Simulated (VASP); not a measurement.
# NbCl (P4/mmm) in VASP: a series of runs, part 2 of 2

VASP 6.6.1. The steps go on from the part before.

**3. Relaxation of cell and atoms, PBE, collinear spin**

This run uses another cell than the first one, of 21.85 Å³/atom.

Contents of INCAR:

```
SYSTEM = NbCl
ALGO     = Normal         ! electronic algorithm
EDIFF    = 1E-7           ! SCF threshold, eV
EDIFFG   = -0.04          ! ionic threshold
ENCUT    = 600            ! plane-wave cutoff, eV
GGA      = PE             ! functional
IBRION   = 2              ! ionic algorithm
ISIF     = 3              ! what is computed and relaxed
ISMEAR   = 0              ! smearing method
ISPIN    = 2              ! spin polarisation
LASPH    = .TRUE.         ! aspherical terms in the spheres
LCHARG   = .FALSE.        ! write CHGCAR
LMAXMIX  = 4              ! l up to which the mixer works
LORBIT   = 11             ! projections on sites
LREAL    = .FALSE.        ! projectors in reciprocal space
LWAVE    = .FALSE.        ! write WAVECAR
MAGMOM   = 0.71 0         ! initial moments
NELM     = 150            ! most SCF steps
NSW      = 90             ! ionic steps
PREC     = Accurate       ! precision mode
SIGMA    = 0.1            ! smearing width, eV
```

Contents of KPOINTS:

```
k-points
0
G
  6 6 4
  0 0 0
```

Contents of POSCAR:

```
NbCl
1.0
    3.2187185193      0.0000000000      0.0000000000
    0.0000000000      3.2187185193      0.0000000000
    0.0000000000      0.0000000000      4.2188203449
Nb Cl
1 1
Direct
    0.5000000000      0.5000000000      0.5000000000
    0.0000000000      0.0000000000      0.0000000000
```

Potentials or basis: VASP PAW PBE potentials, release 64 (Nb_sv, Cl).

The run is started by

```
> cat potpaw_PBE.64/Nb_sv/POTCAR potpaw_PBE.64/Cl/POTCAR > POTCAR
> mpirun -np 1 vasp_std > vasp.out
```

OUTCAR:

```text
SYSTEM = NbCl
   EDIFF = 1E-7
   EDIFFG = -0.04
   ENCUT = 600
   GGA = PE
   IBRION = 2
   ISIF = 3
   ISMEAR = 0
   ISPIN = 2
   LASPH = .TRUE.
   LORBIT = 11
   LREAL = .FALSE.
   NELM = 150
   NSW = 90
   PREC = Accurate

 ion  position               nearest neighbor table
   1  0.500  0.500  0.500-
   2  0.000  0.000  0.000-

  LATTYP: Found a simple tetragonal cell.
 ALAT       =     3.2187185193
 C/A-ratio  =     1.3107142857

  Lattice vectors:

 A1 = (   3.2187185193,   0.0000000000,   0.0000000000)
 A2 = (   0.0000000000,   3.2187185193,   0.0000000000)
 A3 = (   0.0000000000,   0.0000000000,   4.2188203449)

Analysis of symmetry for initial positions (statically):
=====================================================================
 Subroutine PRICEL returns:
 Original cell was already a primitive cell.

 Routine SETGRP: Setting up the symmetry group for a
 simple tetragonal supercell.

 Subroutine GETGRP returns: Found 16 space group operations
 (whereof 16 operations were pure point group operations)
 out of a pool of 16 trial point group operations.

The static configuration has the point symmetry D_4h.

Analysis of symmetry for dynamics (positions and initial velocities):
=====================================================================
 Subroutine PRICEL returns:
 Original cell was already a primitive cell.

 Routine SETGRP: Setting up the symmetry group for a
 simple tetragonal supercell.

 Subroutine GETGRP returns: Found 16 space group operations
 (whereof 16 operations were pure point group operations)
 out of a pool of 16 trial point group operations.

The dynamic configuration has the point symmetry D_4h.

Analysis of structural, dynamic, and magnetic symmetry:
=====================================================================
 Subroutine PRICEL returns:
 Original cell was already a primitive cell.

 Routine SETGRP: Setting up the symmetry group for a
 simple tetragonal supercell.

 Subroutine GETGRP returns: Found 16 space group operations
 (whereof 16 operations were pure point group operations)
 out of a pool of 16 trial point group operations.

The overall configuration has the point symmetry D_4h.

 Subroutine INISYM returns: Found 16 space group operations
 (whereof 16 operations are pure point group operations),
 and found     1 'primitive' translations

----------------------------------------------------------------------------------------

                                     Primitive cell

  volume of cell :      43.7076

  direct lattice vectors                    reciprocal lattice vectors
     3.218718519  0.000000000  0.000000000     0.310682650  0.000000000  0.000000000
     0.000000000  3.218718519  0.000000000     0.000000000  0.310682650  0.000000000
     0.000000000  0.000000000  4.218820345     0.000000000  0.000000000  0.237033085

  length of vectors
     3.218718519  3.218718519  4.218820345     0.310682650  0.310682650  0.237033085

  position of ions in fractional coordinates (direct lattice)
     0.500000000  0.500000000  0.500000000
     0.000000000  0.000000000  0.000000000

  ion indices of the primitive-cell ions
   primitive index   ion index
                 1           1
                 2           2

[... 32 lines left out ...]
  0.166667  0.166667  0.000000      4.000000
  0.333333  0.166667  0.000000      8.000000
[... 16 lines left out ...]
  0.333333  0.000000  0.500000      4.000000
  0.500000  0.000000  0.500000      2.000000
 [... further k-points ...]
   k-points           NKPTS =     30   k-points in BZ     NKDIM =     30   number of bands    NBANDS=     14
   number of dos      NEDOS =    301   number of ions     NIONS =      2
   total plane-waves  NPLWV =  28224
   dimension x,y,z NGX =    28 NGY =   28 NGZ =   36
   dimension x,y,z NGXF=    56 NGYF=   56 NGZF=   72
   ions per type =               1   1
   NGX,Y,Z   is equivalent  to a cutoff of  14.46, 14.46, 14.19 a.u.
   NGXF,Y,Z  is equivalent  to a cutoff of  28.92, 28.92, 28.37 a.u.
 SYSTEM =  NbCl
   PREC   = accura    normal or accurate (medium, high low for compatibility)
   ISTART =      0    job   : 0-new  1-cont  2-samecut
   ICHARG =      2    charge: 1-file 2-atom 10-const
   ISPIN  =      2    spin polarized calculation?
   LNONCOLLINEAR =      F non collinear calculations
   LSORBIT =      F    spin-orbit coupling
   LASPH  =      T    aspherical Exc in radial PAW
   ENCUT  =  600.0 eV  44.10 Ry    6.64 a.u.   6.43  6.43  8.43*2*pi/ulx,y,z
   NELM   =    150;   NELMIN=  2; NELMDL= -5     # of ELM steps
   EDIFF  = 0.1E-06   stopping-criterion for ELM
   LREAL  =      F    real-space projection
   EDIFFG = -.4E-01   stopping-criterion for IOM
   NSW    =     90    number of steps for IOM
   IBRION =      2    ionic relax: 0-MD 1-quasi-New 2-CG
   NFREE  =      1    steps in history (QN), initial steepest desc. (CG)
   ISIF   =      3    stress and relaxation
   ISYM   =      2    0-nonsym 1-usesym 2-fastsym
   POTIM  = 0.5000    time-step for ionic-motion
   TEBEG  =    0.0;   TEEND  =   0.0 temperature during run
   PSTRESS=    0.0 pullay stress
   NELECT =      20.0000    total number of electrons
   NUPDOWN=      -1.0000    fix difference up-down
   EMIN   =  10.00;   EMAX   =-10.00  energy-range for DOS
   EFERMI =   0.00;   METHOD = LEGACY
   ISMEAR =     0;   SIGMA  =   0.10  broadening in eV -4-tet -1-fermi 0-gaus
   EFERMI_NEDOS =   21; number of points for ismear=-14 and -15
   IALGO  =     38    algorithm
   IMIX   =      4    mixing-type and parameters
     AMIX     =   0.40;   BMIX     =  1.00
     AMIX_MAG =   1.60;   BMIX_MAG =  1.00
  volume/ion in A,a.u.               =      21.85       147.48
  Fermi-wavevector in a.u.,A,eV,Ry     =   1.261535  2.383955 21.653256  1.591469
  Thomas-Fermi vector in A             =   2.394989
   LORBIT       =     11    0 simple, 1 ext, 2 COOP (PROOUT), +10 PAW based schemes
   GGA     = PE    functional components
   LHFCALC =     F    Hartree Fock is set to
   AEXX    =    0.0000 exact exchange contribution
   IVDW    =     0    specifies the selected vdW correction
   LEPSILON=     F    determine dielectric tensor
   LRPA    =     F    only Hartree local field effects (RPA)
 conjugate gradient relaxation of ions
 spin polarized calculation
 Gauss-broadening in eV      SIGMA  =   0.10
  energy-cutoff  :      600.00
  volume of cell :       43.71
 maximum number of plane-waves:      1481
 NGX is ok and might be reduce to    28
   NGX = 13   NGY = 13   NGZ = 17

--------------------------------------- Ionic step        1  -------------------------------------------

 number of electron      19.9999999 magnetization       0.8557057

 Free energy of the ion-electron system (eV)
  ---------------------------------------------------
  ext. energy  EPLUGINS =         0.00000000
  ---------------------------------------------------
  free energy    TOTEN  =       -10.53792092 eV

  energy without entropy =      -10.52462854  energy(sigma->0) =      -10.53127473

 E-fermi :   7.6703     XC(G=0): -10.4908

 val. band max:        7.6669577729   @ k =   0.1667   0.1667   0.0000
 cond. band min:       7.6877268069   @ k =   0.3333   0.3333   0.5000
 fundamental gap:      0.0207690340
 Fermi energy:         7.6702895841

 spin component 1

 k-point     1 :       0.0000    0.0000    0.0000
  band No.  band energies     occupation
      1     -48.3068      1.00000
      2     -24.5557      1.00000
      3     -24.1237      1.00000
      4     -24.1237      1.00000
      5      -9.9505      1.00000
      6       1.9049      1.00000
      7       3.7901      1.00000
      8       3.7901      1.00000
      9       4.5124      1.00000
     10       5.3791      1.00000
     11       6.8564      1.00000
     12       8.2266      0.00000
[... 1102 lines left out ...]
 number of electron      20.0000002 magnetization      -0.0000003

 number of electron      20.0000002 magnetization       0.0000007

 Free energy of the ion-electron system (eV)
  ---------------------------------------------------
  ext. energy  EPLUGINS =         0.00000000
  ---------------------------------------------------
  free energy    TOTEN  =       -11.14486804 eV

  energy without entropy =      -11.13191110  energy(sigma->0) =      -11.13838957

 E-fermi :  11.4361     XC(G=0): -11.9181

 val. band max:       11.3128133069   @ k =   0.3333   0.3333   0.2500
 cond. band min:      11.4398354559   @ k =   0.3333   0.0000   0.5000
 fundamental gap:      0.1270221490
 Fermi energy:        11.4361152666

 spin component 1

 k-point     1 :       0.0000    0.0000    0.0000
  band No.  band energies     occupation
      1     -44.1623      1.00000
      2     -20.3840      1.00000
      3     -19.8351      1.00000
      4     -19.8351      1.00000
      5      -8.0261      1.00000
      6       4.4973      1.00000
      7       6.9703      1.00000
      8       6.9703      1.00000
      9       7.5424      1.00000
     10       8.2540      1.00000
     11      11.7374      0.00001
     12      12.5389      0.00000
[... 834 lines left out ...]
  FREE ENERGIE OF THE ION-ELECTRON SYSTEM (eV)
  ---------------------------------------------------
  free  energy   TOTEN  =       -11.1448680369 eV

  energy  without entropy=      -11.1319111024  energy(sigma->0) =      -11.13838957

 reached required accuracy - stopping structural energy minimisation

 total charge

# of ion       s       p       d       tot
------------------------------------------
    1        2.130   5.943   2.611  10.684
    2        1.623   3.413   0.000   5.036
--------------------------------------------------
tot          3.752   9.356   2.611  15.719

 magnetization (x)

# of ion       s       p       d       tot
------------------------------------------
    1       -0.000  -0.000   0.000  -0.000
    2        0.000   0.000   0.000   0.000
--------------------------------------------------
tot         -0.000  -0.000   0.000  -0.000
```

Run time: 4.1 min. Hardware: 1 thread of Intel Xeon Platinum 8488C (Sapphire Rapids), shared host; peak memory 0.22 GiB.

What came out:

```yaml
Free_energy: -11.1449 eV
Relaxed_volume: 16.55 Å³/atom
Relaxed_cell: a = 2.949 Å, b = 2.949 Å, c = 3.806 Å, α = 90.00°, β = 90.00°, γ = 90.00°
Space_group_after_relaxing_to_0.1_Å: P4/mmm (No. 123)
Energy_gained_by_relaxing: 303.5 meV/atom
Ionic_steps: 9
Pressure_after_relaxing: 0.0 GPa
Band_gap_on_the_k_mesh: zero (filled and empty bands overlap)
Net_moment: 0.00 μB per cell
Valence_electrons_inside_the_program's_atomic_spheres: Nb 10.68; Cl 5.04
```

Step by step:
| step | energy change (eV) | largest force (eV/Å) | pressure (GPa) | volume (Å³) |
| --- | --- | --- | --- | --- |
| 1 | 0.0000 | 0.0000 | -14.36 | 43.71 |
| 2 | -0.5696 | 0.0000 | 4.24 | 32.44 |
| 3 | -0.5889 | 0.0000 | -0.52 | 33.78 |
| 4 | -0.5887 | 0.0000 | 0.05 | 33.60 |
| 5 | -0.6034 | 0.0000 | 0.28 | 33.21 |
| 6 | -0.6066 | 0.0000 | 0.53 | 32.96 |
| 7 | -0.6067 | 0.0000 | 0.55 | 32.94 |
| 8 | -0.6067 | 0.0000 | -0.48 | 33.24 |
| 9 | -0.6069 | 0.0000 | 0.00 | 33.10 |

Final structure:
```cif
data_structure
_symmetry_space_group_name_H-M 'P 1'
_symmetry_Int_Tables_number 1
_cell_length_a 2.9490
_cell_length_b 2.9490
_cell_length_c 3.8058
_cell_angle_alpha 90.000
_cell_angle_beta 90.000
_cell_angle_gamma 90.000
_cell_volume 33.10
loop_
_atom_site_label
_atom_site_type_symbol
_atom_site_fract_x
_atom_site_fract_y
_atom_site_fract_z
_atom_site_occupancy
Nb1 Nb 0.50000 0.50000 0.50000 1
Cl1 Cl 0.00000 0.00000 0.00000 1
```

Caveat: the k points lie up to 0.41 Å⁻¹ apart in the final cell, too coarse for converged energies and pressures of a metal; the volume moved by over 15 % at a fixed basis, so the end points are rough.

The gap in the log of VASP goes by the Fermi energy; the results here count the filled bands.